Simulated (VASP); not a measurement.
Write the native input for VASP 6.6.1 that does the following.

| Property | Result |
| --- | --- |
| Task | single point |
| Functional | r2SCAN |
| Potentials or basis | VASP PAW PBE potentials, release 64 (Mg) |
| Cutoff | 520 eV |
| k mesh | 13 × 13 × 13 |
| Occupations | methfessel-paxton, width 0.1 eV |
| Spin | no spin polarisation |
| Dipole correction | no |
| Further INCAR settings | ALGO = Normal; EDIFF = 1e-07; NBANDS = 7 |

Mg:

```
Mg
1.0
     0.00000    2.28915    2.24426
     2.28915    0.00000    2.24426
     2.28915    2.28915    0.00000
Mg
1
Cartesian
  0.0000 0.0000 0.0000
```

One way to write it, as run:

POSCAR

```
Mg
1.0
    0.0000000000      2.2891452000      2.2442600000
    2.2891452000      0.0000000000      2.2442600000
    2.2891452000      2.2891452000      0.0000000000
Mg
1
Direct
    0.0000000000      0.0000000000      0.0000000000
```

INCAR.step1

```
SYSTEM = Mg
ALGO = Normal
EDIFF = 1E-4
ENCUT = 520
GGA = PE
ISMEAR = 1
LASPH = .TRUE.
LCHARG = .FALSE.
LREAL = .FALSE.
LWAVE = .TRUE.
NBANDS = 7
NELM = 60
PREC = Accurate
SIGMA = 0.1
```

INCAR.step2

```
SYSTEM = Mg
ALGO = Normal
EDIFF = 1E-7
ENCUT = 520
ISIF = 2
ISMEAR = 1
ISTART = 1
LASPH = .TRUE.
LCHARG = .FALSE.
LMIXTAU = .TRUE.
LREAL = .FALSE.
LWAVE = .FALSE.
METAGGA = R2SCAN
NBANDS = 7
NELM = 60
PREC = Accurate
SIGMA = 0.1
```

KPOINTS

```
k-points
0
G
  13 13 13
  0 0 0
```

Potentials or basis: VASP PAW PBE potentials, release 64 (Mg).

Command:

```sh
$ cat potpaw_PBE.64/Mg/POTCAR > POTCAR
$ cp INCAR.step1 INCAR
$ mpirun -np 1 vasp_std > vasp.out
$ cp INCAR.step2 INCAR
$ mpirun -np 1 vasp_std > vasp.out
```

It gave:

```yaml
Pressure: -1.5 GPa
Band_gap_on_the_k_mesh: zero (bands 1 and 2 overlap by 2.01 eV)
```

Caveat: the PAW data sets were made with another functional, which shifts forces and pressure a little.

Run time: 3.2 min on 1 thread of AMD EPYC 7R13, with other jobs on the host, peak memory 0.13 GiB.
